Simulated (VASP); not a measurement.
# CsAs (Pm-3m) in VASP: further runs

CsAs is run at these levels: r2SCAN; tasks: single point, relaxation of cell and atoms.

Everything below comes from runs of VASP 6.6.1. Logs are shortened: lines on timing, memory, paths and dates and some standing lists are left out, and cuts for length are marked.

**1. The cell of the first run**

It takes space group Pm-3m (No. 221, cubic). Conventional cell: a = 4.272 Å, b = 4.272 Å, c = 4.272 Å, α = 90.00°, β = 90.00°, γ = 90.00°. As (site symmetry m-3m) has 8 Cs at 3.70 Å and 6 As at 4.27 Å within 4.9 Å. Within 4.9 Å of Cs (site symmetry m-3m) lie 8 As at 3.70 Å and 6 Cs at 4.27 Å.

**2. Single point, r2SCAN**

Contents of POSCAR:

```
CsAs
1.0
    4.2719058763      0.0000000000      0.0000000000
    0.0000000000      4.2719058763      0.0000000000
    0.0000000000      0.0000000000      4.2719058763
As Cs
1 1
Direct
    0.0000000000      0.0000000000      0.0000000000
    0.5000000000      0.5000000000      0.5000000000
```

Contents of INCAR.step1:

```
SYSTEM = CsAs
PREC     = Accurate       ! precision mode
ENCUT    = 550            ! plane-wave cutoff, eV
ISMEAR   = 1              ! smearing method
SIGMA    = 0.2969         ! smearing width, eV
LREAL    = .False.        ! projectors in reciprocal space
LASPH    = .True.         ! aspherical terms in the spheres
NELM     = 120            ! most SCF steps
NBANDS   = 14             ! bands
GGA      = PE             ! functional
ALGO     = Normal         ! electronic algorithm
EDIFF    = 1E-5           ! SCF threshold, eV
LWAVE    = .True.         ! write WAVECAR
LCHARG   = .False.        ! write CHGCAR
GGA_COMPAT= .False.
```

Contents of INCAR.step2:

```
SYSTEM = CsAs
PREC     = Accurate       ! precision mode
ENCUT    = 550            ! plane-wave cutoff, eV
EDIFF    = 1E-6           ! SCF threshold, eV
ISMEAR   = 1              ! smearing method
SIGMA    = 0.2969         ! smearing width, eV
LREAL    = .False.        ! projectors in reciprocal space
LASPH    = .True.         ! aspherical terms in the spheres
NELM     = 120            ! most SCF steps
ALGO     = Normal         ! electronic algorithm
ISIF     = 2              ! what is computed and relaxed
LWAVE    = .False.        ! write WAVECAR
LCHARG   = .False.        ! write CHGCAR
METAGGA  = R2SCAN         ! meta-GGA
LMIXTAU  = .True.       
NBANDS   = 14             ! bands
ISTART   = 1            
GGA_COMPAT= .False.
```

Contents of KPOINTS:

```
regular mesh
0
Gamma
  9 9 9
  0 0 0
```

Potentials or basis: VASP PAW PBE potentials, release 64 (As, Cs_sv).

The run is started by

```console
cat potpaw_PBE.64/As/POTCAR potpaw_PBE.64/Cs_sv/POTCAR > POTCAR
cp INCAR.step1 INCAR
mpirun -np 1 vasp_std > vasp.out
cp INCAR.step2 INCAR
mpirun -np 1 vasp_std > vasp.out
```

OUTCAR:

```text
SYSTEM = CsAs
   PREC = Accurate
   ENCUT = 550
   EDIFF = 1E-6
   ISMEAR = 1
   LREAL = .False.
   LASPH = .True.
   NELM = 120
   ISIF = 2
   METAGGA = R2SCAN
   ISTART = 1

 ion  position               nearest neighbor table
   1  0.000  0.000  0.000-
   2  0.500  0.500  0.500-

  LATTYP: Found a simple cubic cell.
 ALAT       =     4.2719058763

  Lattice vectors:

 A1 = (   4.2719058763,   0.0000000000,   0.0000000000)
 A2 = (   0.0000000000,   4.2719058763,   0.0000000000)
 A3 = (   0.0000000000,   0.0000000000,   4.2719058763)

Analysis of symmetry for initial positions (statically):
=====================================================================
 Subroutine PRICEL returns:
 Original cell was already a primitive cell.

 Routine SETGRP: Setting up the symmetry group for a
 simple cubic supercell.

 Subroutine GETGRP returns: Found 48 space group operations
 (whereof 48 operations were pure point group operations)
 out of a pool of 48 trial point group operations.

The static configuration has the point symmetry O_h .

Analysis of symmetry for dynamics (positions and initial velocities):
=====================================================================
 Subroutine PRICEL returns:
 Original cell was already a primitive cell.

 Routine SETGRP: Setting up the symmetry group for a
 simple cubic supercell.

 Subroutine GETGRP returns: Found 48 space group operations
 (whereof 48 operations were pure point group operations)
 out of a pool of 48 trial point group operations.

The dynamic configuration has the point symmetry O_h .

 Subroutine INISYM returns: Found 48 space group operations
 (whereof 48 operations are pure point group operations),
 and found     1 'primitive' translations

----------------------------------------------------------------------------------------

                                     Primitive cell

  volume of cell :      77.9588

  direct lattice vectors                    reciprocal lattice vectors
     4.271905876  0.000000000  0.000000000     0.234087555  0.000000000  0.000000000
     0.000000000  4.271905876  0.000000000     0.000000000  0.234087555  0.000000000
     0.000000000  0.000000000  4.271905876     0.000000000  0.000000000  0.234087555

  length of vectors
     4.271905876  4.271905876  4.271905876     0.234087555  0.234087555  0.234087555

  position of ions in fractional coordinates (direct lattice)
     0.000000000  0.000000000  0.000000000
     0.500000000  0.500000000  0.500000000

  ion indices of the primitive-cell ions
   primitive index   ion index
                 1           1
                 2           2

----------------------------------------------------------------------------------------

 KPOINTS: regular mesh

Automatic generation of k-mesh.
 Grid dimensions read from file:
 generate k-points for:    9    9    9

 Generating k-lattice:

  Cartesian coordinates                     Fractional coordinates (reciprocal lattice)
     0.026009728  0.000000000  0.000000000     0.111111111  0.000000000  0.000000000
     0.000000000  0.026009728  0.000000000     0.000000000  0.111111111  0.000000000
     0.000000000  0.000000000  0.026009728     0.000000000  0.000000000  0.111111111

  Length of vectors
     0.026009728  0.026009728  0.026009728

  Shift w.r.t. Gamma in fractional coordinates (k-lattice)
     0.000000000  0.000000000  0.000000000

 Subroutine IBZKPT returns following result:
 ===========================================

 Found     35 irreducible k-points:

 Following reciprocal coordinates:
            Coordinates               Weight
  0.000000  0.000000  0.000000      1.000000
  0.111111  0.000000  0.000000      6.000000
  0.222222  0.000000  0.000000      6.000000
  0.333333  0.000000  0.000000      6.000000
  0.444444  0.000000  0.000000      6.000000
  0.111111  0.111111  0.000000     12.000000
[... 16 lines left out ...]
  0.333333  0.333333  0.111111     24.000000
  0.444444  0.333333  0.111111     48.000000
 [... further k-points ...]
   k-points           NKPTS =     35   k-points in BZ     NKDIM =     35   number of bands    NBANDS=     14
   number of dos      NEDOS =    301   number of ions     NIONS =      2
   total plane-waves  NPLWV =  46656
   dimension x,y,z NGX =    36 NGY =   36 NGZ =   36
   dimension x,y,z NGXF=    72 NGYF=   72 NGZF=   72
   ions per type =               1   1
   NGX,Y,Z   is equivalent  to a cutoff of  14.01, 14.01, 14.01 a.u.
   NGXF,Y,Z  is equivalent  to a cutoff of  28.02, 28.02, 28.02 a.u.
 SYSTEM =  CsAs
   PREC   = accura    normal or accurate (medium, high low for compatibility)
   ISTART =      1    job   : 0-new  1-cont  2-samecut
   ICHARG =      0    charge: 1-file 2-atom 10-const
   ISPIN  =      1    spin polarized calculation?
   LNONCOLLINEAR =      F non collinear calculations
   LSORBIT =      F    spin-orbit coupling
   LASPH  =      T    aspherical Exc in radial PAW
   ENCUT  =  550.0 eV  40.42 Ry    6.36 a.u.   8.17  8.17  8.17*2*pi/ulx,y,z
   NELM   =    120;   NELMIN=  2; NELMDL=  0     # of ELM steps
   EDIFF  = 0.1E-05   stopping-criterion for ELM
   LREAL  =      F    real-space projection
   EDIFFG = 0.1E-04   stopping-criterion for IOM
   NSW    =      0    number of steps for IOM
   IBRION =     -1    ionic relax: 0-MD 1-quasi-New 2-CG
   NFREE  =      0    steps in history (QN), initial steepest desc. (CG)
   ISIF   =      2    stress and relaxation
   ISYM   =      2    0-nonsym 1-usesym 2-fastsym
   POTIM  = 0.5000    time-step for ionic-motion
   TEBEG  =    0.0;   TEEND  =   0.0 temperature during run
   PSTRESS=    0.0 pullay stress
   NELECT =      14.0000    total number of electrons
   NUPDOWN=      -1.0000    fix difference up-down
   EMIN   =  10.00;   EMAX   =-10.00  energy-range for DOS
   EFERMI =   0.00;   METHOD = LEGACY
   ISMEAR =     1;   SIGMA  =   0.30  broadening in eV -4-tet -1-fermi 0-gaus
   EFERMI_NEDOS =   21; number of points for ismear=-14 and -15
   IALGO  =     38    algorithm
   IMIX   =      4    mixing-type and parameters
     AMIX     =   0.40;   BMIX     =  1.00
     AMIX_MAG =   1.60;   BMIX_MAG =  1.00
  volume/ion in A,a.u.               =      38.98       263.05
  Fermi-wavevector in a.u.,A,eV,Ry     =   0.923625  1.745399 11.606909  0.853084
  Thomas-Fermi vector in A             =   2.049282
   LORBIT       =      0    0 simple, 1 ext, 2 COOP (PROOUT), +10 PAW based schemes
   METAGGA = R2SCAN    functional components
   LHFCALC =     F    Hartree Fock is set to
   AEXX    =    0.0000 exact exchange contribution
   IVDW    =     0    specifies the selected vdW correction
   LEPSILON=     F    determine dielectric tensor
   LRPA    =     F    only Hartree local field effects (RPA)
 non-spin polarized calculation
 Methfessel and Paxton  Order N= 1 SIGMA  =   0.30
  energy-cutoff  :      550.00
  volume of cell :       77.96
 maximum number of plane-waves:      2301
 NGX is ok and might be reduce to    36
   NGX = 17   NGY = 17   NGZ = 17

 number of electron      14.0000000 magnetization

 Free energy of the ion-electron system (eV)
  ---------------------------------------------------
  ext. energy  EPLUGINS =         0.00000000
  ---------------------------------------------------
  free energy    TOTEN  =       -39.22286970 eV

  energy without entropy =      -39.23741530  energy(sigma->0) =      -39.22771823

 E-fermi :   1.2817     XC(G=0):  -8.6737

 val. band max:        1.2412059033   @ k =   0.1111   0.1111   0.1111
 cond. band min:       1.3127504466   @ k =   0.1111   0.1111   0.0000
 fundamental gap:      0.0715445433
 Fermi energy:         1.2816676752

 k-point     1 :       0.0000    0.0000    0.0000
  band No.  band energies     occupation
      1     -20.6199      2.00000
      2      -8.6690      2.00000
      3      -6.8658      2.00000
      4      -6.8658      2.00000
      5      -6.8658      2.00000
      6       1.9056     -0.01136
      7       1.9056     -0.01136
      8       1.9056     -0.01136
      9       4.6322     -0.00000
     10       4.6322     -0.00000
     11       5.8154     -0.00000
     12       9.2900      0.00000
     13       9.2900      0.00000
     14       9.2900      0.00000

 k-point     2 :       0.1111    0.0000    0.0000
  band No.  band energies     occupation
      1     -20.6131      2.00000
      2      -8.7239      2.00000
      3      -6.8532      2.00000
      4      -6.8532      2.00000
      5      -6.8384      2.00000
      6       1.4740      0.11935
      7       1.8616     -0.01854
      8       1.8616     -0.01854
      9       4.7218     -0.00000
     10       5.0314     -0.00000
     11       6.2360     -0.00000
     12       9.2522      0.00000
     13       9.2522      0.00000
     14       9.3580      0.00000

 k-point     3 :       0.2222    0.0000    0.0000
  band No.  band energies     occupation
      1     -20.5957      2.00000
      2      -8.8628      2.00000
      3      -6.8211      2.00000
      4      -6.8211      2.00000
      5      -6.7590      2.00000
      6       0.6683      2.01284
      7       1.7487     -0.04863
      8       1.7487     -0.04863
      9       4.9830     -0.00000
     10       5.9691     -0.00000
     11       7.1754     -0.00000
     12       9.2374      0.00000
     13       9.2374      0.00000
     14       9.5484      0.00000

 k-point     4 :       0.3333    0.0000    0.0000
  band No.  band energies     occupation
      1     -20.5757      2.00000
      2      -9.0192      2.00000
      3      -6.7838      2.00000
      4      -6.7838      2.00000
      5      -6.6518      2.00000
      6      -0.0361      2.00000
      7       1.6181     -0.06801
      8       1.6181     -0.06801
      9       5.3800     -0.00000
     10       7.2070     -0.00000
     11       8.1282      0.00000
     12       8.7733      0.00000
     13       9.3758      0.00000
     14       9.3758      0.00000

 k-point     5 :       0.4444    0.0000    0.0000
  band No.  band energies     occupation
      1     -20.5625      2.00000
      2      -9.1199      2.00000
      3      -6.7591      2.00000
      4      -6.7591      2.00000
      5      -6.5721      2.00000
      6      -0.4363      2.00000
      7       1.5319     -0.00041
      8       1.5319     -0.00041
      9       5.7722     -0.00000
     10       8.0016      0.00000
     11       8.3451      0.00000
[... 276 lines left out ...]
 k-point    22 :       0.4444    0.2222    0.1111
  band No.  band energies     occupation
      1     -20.5349      2.00000
      2      -8.8374      2.00000
      3      -7.1051      2.00000
      4      -6.8663      2.00000
      5      -6.8030      2.00000
      6       0.0751      2.00000
      7       0.9484      2.06723
      8       1.6163     -0.06756
      9       6.2261     -0.00000
     10       7.0643     -0.00000
     11       7.5455      0.00000
     12       8.5259      0.00000
     13       9.1984      0.00000
     14       9.9919      0.00000

 k-point    23 :       0.3333    0.3333    0.1111
  band No.  band energies     occupation
      1     -20.5291      2.00000
      2      -8.6846      2.00000
      3      -7.3362      2.00000
      4      -6.9181      2.00000
      5      -6.7880      2.00000
      6       0.3968      2.00021
      7       0.7884      2.04051
      8       1.5454     -0.01864
      9       6.0900     -0.00000
     10       6.9157     -0.00000
     11       7.5873      0.00000
     12       8.1812      0.00000
     13       8.8620      0.00000
     14      10.1978      0.00000

 k-point    24 :       0.4444    0.3333    0.1111
  band No.  band energies     occupation
      1     -20.5172      2.00000
      2      -8.5976      2.00000
      3      -7.3413      2.00000
      4      -7.1130      2.00000
      5      -6.7869      2.00000
      6       0.3612      2.00011
      7       0.7134      2.02091
      8       1.6110     -0.06614
      9       5.8824     -0.00000
     10       6.7047     -0.00000
     11       7.5391      0.00000
     12       8.0085      0.00000
     13       9.5589      0.00000
     14      10.8275      0.00000

 [... further k-points ...]
[... 5 lines left out ...]
  --------------------------------------------------------------------------------------
  -------------------------------------------------------------------------------------
  Total        0.0136496      0.0136496      0.0136496     -0.0000000     -0.0000000      0.0000000
  in kB        0.2805210      0.2805210      0.2805210     -0.0000000     -0.0000000      0.0000000
  external PRESSURE =       0.2805210 kB  Pullay stress =       0.0000000 kB

 VOLUME and BASIS-vectors are now :
 -----------------------------------------------------------------------------
  energy-cutoff  :      550.00
  volume of cell :       77.96
      direct lattice vectors                 reciprocal lattice vectors
     4.271905876  0.000000000  0.000000000     0.234087555  0.000000000  0.000000000
     0.000000000  4.271905876  0.000000000     0.000000000  0.234087555  0.000000000
     0.000000000  0.000000000  4.271905876     0.000000000  0.000000000  0.234087555

 POSITION                                       TOTAL-FORCE (eV/Angst)
 -----------------------------------------------------------------------------------
      0.00000      0.00000      0.00000         0.000000      0.000000      0.000000
      2.13595      2.13595      2.13595         0.000000      0.000000      0.000000
 -----------------------------------------------------------------------------------
    total drift:                                0.000000      0.000000      0.000000

  FREE ENERGIE OF THE ION-ELECTRON SYSTEM (eV)
  ---------------------------------------------------
  free  energy   TOTEN  =       -39.2228697014 eV

  energy  without entropy=      -39.2374152969  energy(sigma->0) =      -39.22771823
```

It took 53 s on 1 thread of Intel Xeon 6975P-C (Granite Rapids), shared host; peak memory 0.24 GiB.

What came out:

- Free energy: -39.2229 eV
- Pressure: 0.0 GPa
- Band gap on the k mesh: zero (bands 7 and 8 overlap by 2.00 eV)

Caveat: the PAW data sets were made with another functional, which shifts forces and pressure a little; spin-orbit coupling is left out, which moves the levels of the heavy elements.

(Continued in part 2 of 2.)
